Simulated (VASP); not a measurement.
Runs of VASP 6.6.1 on CaO. The structure is that of space group Fm-3m (No. 225), or close to it. The cells are those of the table. 

```csv
cell,gap on the mesh (eV),pressure (GPa)
"a = 3.500 Å, angles 60.0°, 2 atoms",3.64,-6.2
"a = 3.274 Å, angles 60.0°, 2 atoms",(b),18.7
"a = 3.446 Å, angles 60.0°, 2 atoms",3.64,-2.2
"a = 3.333 Å, angles 60.0°, 2 atoms",3.61,(a)
"a = 3.391 Å, angles 60.0°, 2 atoms",3.63,3.1
```

Alike in all rows: task single point; level PBE; potentials or basis VASP PAW PBE potentials, release 64 (Ca_sv, O); no spin polarisation; k mesh 6 × 6 × 6; cutoff (eV) 520; smearing gaussian 0.01 eV.

Task: Estimate the missing entries.

Result: (a) 9.9; (b) 3.57.

A k mesh can miss the band edges.
